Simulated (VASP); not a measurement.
# KI (P4/mmm) in VASP: further runs

Runs on KI. Level: PBE. Tasks: single point.

Everything below comes from runs of VASP 6.6.1. Logs are shortened: lines on timing, memory, paths and dates and some standing lists are left out, and cuts for length are marked.

### 1 The cell of the first run

Symmetry: P4/mmm, No. 123, tetragonal system. The conventional cell has a = 4.162 Å, b = 4.162 Å, c = 4.291 Å, α = 90.00°, β = 90.00°, γ = 90.00°. K (site symmetry 4/mmm) has 8 I at 3.64 Å and 6 K at 4.16 to 4.29 Å within 4.8 Å. Within 4.8 Å of I (site symmetry 4/mmm) lie 8 K at 3.64 Å and 6 I at 4.16 to 4.29 Å.

### 2 Single point, PBE (strain -0.030 along x and y, +0.000 along z)

File INCAR:

```
SYSTEM = KI
PREC     = Accurate       ! precision mode
ENCUT    = 520            ! plane-wave cutoff, eV
EDIFF    = 1E-6           ! SCF threshold, eV
ISMEAR   = 0              ! smearing method
SIGMA    = 0.05           ! smearing width, eV
LREAL    = .False.        ! projectors in reciprocal space
LASPH    = .True.         ! aspherical terms in the spheres
NELM     = 80             ! most SCF steps
ALGO     = Normal         ! electronic algorithm
ISIF     = 2              ! what is computed and relaxed
LWAVE    = .False.        ! write WAVECAR
LCHARG   = .False.        ! write CHGCAR
GGA      = PE             ! functional
NBANDS   = 15             ! bands
```

File KPOINTS:

```
Automatic mesh
0
Gamma
  6 6 6
  0 0 0
```

File POSCAR:

```
KI
1.0
    4.1624607602      0.0000000000      0.0000000000
    0.0000000000      4.1624607602      0.0000000000
    0.0000000000      0.0000000000      4.2911966600
K I
1 1
Direct
    0.0000000000      0.0000000000      0.0000000000
    0.5000000000      0.5000000000      0.5000000000
```

Potentials or basis: VASP PAW PBE potentials, release 64 (K_sv, I).

On the command line:

```
$ cat potpaw_PBE.64/K_sv/POTCAR potpaw_PBE.64/I/POTCAR > POTCAR
$ mpirun -np 1 vasp_std > vasp.out
```

OUTCAR:

```text
SYSTEM = KI
   PREC = Accurate
   ENCUT = 520
   EDIFF = 1E-6
   ISMEAR = 0
   LREAL = .False.
   LASPH = .True.
   NELM = 80
   ISIF = 2
   GGA = PE

 ion  position               nearest neighbor table
   1  0.000  0.000  0.000-   2 3.64   2 3.64   2 3.64   2 3.64   2 3.64   2 3.64   2 3.64   2 3.64

   2  0.500  0.500  0.500-   1 3.64   1 3.64   1 3.64   1 3.64   1 3.64   1 3.64   1 3.64   1 3.64

  LATTYP: Found a simple tetragonal cell.
 ALAT       =     4.1624607602
 C/A-ratio  =     1.0309278351

  Lattice vectors:

 A1 = (   4.1624607602,   0.0000000000,   0.0000000000)
 A2 = (   0.0000000000,   4.1624607602,   0.0000000000)
 A3 = (   0.0000000000,   0.0000000000,   4.2911966600)

Analysis of symmetry for initial positions (statically):
=====================================================================
 Subroutine PRICEL returns:
 Original cell was already a primitive cell.

 Routine SETGRP: Setting up the symmetry group for a
 simple tetragonal supercell.

 Subroutine GETGRP returns: Found 16 space group operations
 (whereof 16 operations were pure point group operations)
 out of a pool of 16 trial point group operations.

The static configuration has the point symmetry D_4h.

Analysis of symmetry for dynamics (positions and initial velocities):
=====================================================================
 Subroutine PRICEL returns:
 Original cell was already a primitive cell.

 Routine SETGRP: Setting up the symmetry group for a
 simple tetragonal supercell.

 Subroutine GETGRP returns: Found 16 space group operations
 (whereof 16 operations were pure point group operations)
 out of a pool of 16 trial point group operations.

The dynamic configuration has the point symmetry D_4h.

 Subroutine INISYM returns: Found 16 space group operations
 (whereof 16 operations are pure point group operations),
 and found     1 'primitive' translations

----------------------------------------------------------------------------------------

                                     Primitive cell

  volume of cell :      74.3496

  direct lattice vectors                    reciprocal lattice vectors
     4.162460760  0.000000000  0.000000000     0.240242505  0.000000000  0.000000000
     0.000000000  4.162460760  0.000000000     0.000000000  0.240242505  0.000000000
     0.000000000  0.000000000  4.291196660     0.000000000  0.000000000  0.233035230

  length of vectors
     4.162460760  4.162460760  4.291196660     0.240242505  0.240242505  0.233035230

  position of ions in fractional coordinates (direct lattice)
     0.000000000  0.000000000  0.000000000
     0.500000000  0.500000000  0.500000000
[... 91 lines left out ...]
   EFERMI =   0.00;   METHOD = LEGACY
   ISMEAR =     0;   SIGMA  =   0.05  broadening in eV -4-tet -1-fermi 0-gaus
   EFERMI_NEDOS =   21; number of points for ismear=-14 and -15
   IALGO  =     38    algorithm
   IMIX   =      4    mixing-type and parameters
     AMIX     =   0.40;   BMIX     =  1.00
     AMIX_MAG =   1.60;   BMIX_MAG =  1.00
  volume/ion in A,a.u.               =      37.17       250.87
  Fermi-wavevector in a.u.,A,eV,Ry     =   0.981044  1.853905 13.094897  0.962448
  Thomas-Fermi vector in A             =   2.112021
   LORBIT       =      0    0 simple, 1 ext, 2 COOP (PROOUT), +10 PAW based schemes
   GGA     = PE    functional components
   LHFCALC =     F    Hartree Fock is set to
   AEXX    =    0.0000 exact exchange contribution
   IVDW    =     0    specifies the selected vdW correction
   LEPSILON=     F    determine dielectric tensor
   LRPA    =     F    only Hartree local field effects (RPA)
 non-spin polarized calculation
 Gauss-broadening in eV      SIGMA  =   0.05
  energy-cutoff  :      520.00
  volume of cell :       74.35
 maximum number of plane-waves:      2028
 NGX is ok and might be reduce to    32
   NGX = 15   NGY = 15   NGZ = 15

 number of electron      15.9999999 magnetization

 Free energy of the ion-electron system (eV)
  ---------------------------------------------------
  ext. energy  EPLUGINS =         0.00000000
  ---------------------------------------------------
  free energy    TOTEN  =        -5.38665627 eV

  energy without entropy =       -5.38665627  energy(sigma->0) =       -5.38665627

 E-fermi :   1.6563     XC(G=0):  -7.9608

 val. band max:        1.3605233669   @ k =   0.5000   0.0000   0.5000
 cond. band min:       4.7743338684   @ k =   0.0000   0.0000   0.0000
 fundamental gap:      3.4138105015
 Fermi energy:         1.6563027545

 k-point     1 :       0.0000    0.0000    0.0000
  band No.  band energies     occupation
      1     -28.0374      2.00000
      2     -11.4929      2.00000
      3     -11.4906      2.00000
      4     -11.4906      2.00000
      5     -10.0306      2.00000
      6       0.7571      2.00000
      7       0.9796      2.00000
      8       0.9796      2.00000
      9       4.7743      0.00000
     10       5.8809      0.00000
     11       5.9984      0.00000
     12       9.6839      0.00000
     13       9.6839      0.00000
     14       9.8906      0.00000
[... 401 lines left out ...]
      2     -11.6364      2.00000
      3     -11.5517      2.00000
      4     -11.4686      2.00000
      5      -9.6330      2.00000
      6      -0.7972      2.00000
      7      -0.2465      2.00000
      8       1.2825      2.00000
      9       5.6333      0.00000
     10       7.1569      0.00000
     11       8.4275      0.00000
     12       8.5045      0.00000
     13       9.3365      0.00000
     14      10.2348      0.00000
     15      11.0296      0.00000

 [... further k-points ...]

------------------------ aborting loop because EDIFF is reached ----------------------------------------

  FORCE on cell =-STRESS in cart. coord.  units (eV):
  Direction    XX          YY          ZZ          XY          YZ          ZX
  --------------------------------------------------------------------------------------
  -------------------------------------------------------------------------------------
  Total        0.8788836      0.8788836      0.4146422      0.0000000      0.0000000     -0.0000000
  in kB       18.9392687     18.9392687      8.9352226      0.0000000      0.0000000     -0.0000000
  external PRESSURE =      15.6045867 kB  Pullay stress =       0.0000000 kB

 VOLUME and BASIS-vectors are now :
 -----------------------------------------------------------------------------
  energy-cutoff  :      520.00
  volume of cell :       74.35
      direct lattice vectors                 reciprocal lattice vectors
     4.162460760  0.000000000  0.000000000     0.240242505  0.000000000  0.000000000
     0.000000000  4.162460760  0.000000000     0.000000000  0.240242505  0.000000000
     0.000000000  0.000000000  4.291196660     0.000000000  0.000000000  0.233035230

 POSITION                                       TOTAL-FORCE (eV/Angst)
 -----------------------------------------------------------------------------------
      0.00000      0.00000      0.00000         0.000000      0.000000      0.000000
      2.08123      2.08123      2.14560         0.000000      0.000000      0.000000
 -----------------------------------------------------------------------------------
    total drift:                                0.000000      0.000000     -0.000000

  FREE ENERGIE OF THE ION-ELECTRON SYSTEM (eV)
  ---------------------------------------------------
  free  energy   TOTEN  =        -5.3866562695 eV

  energy  without entropy=       -5.3866562695  energy(sigma->0) =       -5.38665627
```

stdout:

```text
POSCAR found type information on POSCAR K I
 POSCAR found :  2 types and       2 ions
 scaLAPACK will be used
 LDA part: xc-table for (Slater+PW92), standard interpolation
 POSCAR, INCAR and KPOINTS ok, starting setup
 FFT: planning ... GRIDC
 FFT: planning ... GRID_SOFT
 FFT: planning ... GRID
 WAVECAR not read
 entering main loop
```

Wall time 11 s (1 thread of AMD EPYC 9R45 (Zen 5), shared host); peak memory 0.17 GiB.

What came out:

- Free energy: -5.3867 eV
- Pressure: 1.6 GPa
- Band gap on the k mesh: 3.41 eV (least direct gap 3.77 eV)

Caveat: the cell differs from its parent crystal (strain -0.030 along x and y, +0.000 along z); spin-orbit coupling is left out, which moves the levels of the heavy elements.

### 3 Single point, PBE (strain -0.015 along x and y, -0.030 along z)

File INCAR:

```
PREC     = Accurate       # precision mode
ENCUT    = 520            # plane-wave cutoff, eV
EDIFF    = 1E-7           # SCF threshold, eV
ISMEAR   = 0              # smearing method
SIGMA    = 0.05           # smearing width, eV
LREAL    = F              # projectors in reciprocal space
LASPH    = T              # aspherical terms in the spheres
NELM     = 60             # most SCF steps
ALGO     = Normal         # electronic algorithm
ISIF     = 2              # what is computed and relaxed
LWAVE    = F              # write WAVECAR
LCHARG   = F              # write CHGCAR
GGA      = PE             # functional
NBANDS   = 15             # bands
```

File KPOINTS:

```
Automatic mesh
0
Gamma
  6 6 6
```

File POSCAR:

```
KI
1.0
    4.2268287101      0.0000000000      0.0000000000
    0.0000000000      4.2268287101      0.0000000000
    0.0000000000      0.0000000000      4.1624607602
K I
1 1
Direct
    0.0000000000      0.0000000000      0.0000000000
    0.5000000000      0.5000000000      0.5000000000
```

Potentials or basis: VASP PAW PBE potentials, release 64 (K_sv, I).

On the command line:

```
$ cat potpaw_PBE.64/K_sv/POTCAR potpaw_PBE.64/I/POTCAR > POTCAR
$ mpirun -np 1 vasp_std > vasp.out
```

Wall time 14 s (1 thread of AMD EPYC 9R45 (Zen 5), shared host); peak memory 0.16 GiB.

It converged, with:

```yaml
Free_energy: -5.3903 eV
Pressure: 1.5 GPa
Band_gap_on_the_k_mesh: 3.43 eV (least direct gap 3.77 eV)
```

Stress tensor (GPa, compression positive):
```
1.37 0.00 0.00
0.00 1.37 0.00
0.00 0.00 1.89
```

Levels at points of the mesh, in eV from the valence-band top:
```tsv
k point	band 4	band 5	band 6	band 7	band 8	band 9	band 10	band 11	band 12	band 13
(0.00, 0.00, 0.00)	-12.85	-11.39	-0.49	-0.49	-0.38	3.43	4.54	4.61	8.32	8.43
(0.50, 0.00, 0.00)	-12.83	-11.01	-2.57	-0.44	-0.31	5.59	6.05	6.95	7.28	8.69
(0.50, 0.50, 0.00)	-12.82	-10.99	-1.94	-1.94	0.00	3.77	5.73	6.80	6.80	9.35
(0.00, 0.00, 0.50)	-12.83	-10.99	-2.59	-0.41	-0.41	5.58	6.08	6.93	7.32	8.68
(0.50, 0.00, 0.50)	-12.82	-10.97	-1.96	-1.91	-0.09	3.81	5.61	6.65	6.68	9.28
(0.50, 0.50, 0.50)	-12.92	-10.77	-1.94	-1.89	-1.89	5.59	5.59	5.62	8.97	8.97
```

Caveat: the cell differs from its parent crystal (strain -0.015 along x and y, -0.030 along z); spin-orbit coupling is left out, which moves the levels of the heavy elements.

(Continued in part 2 of 2.)
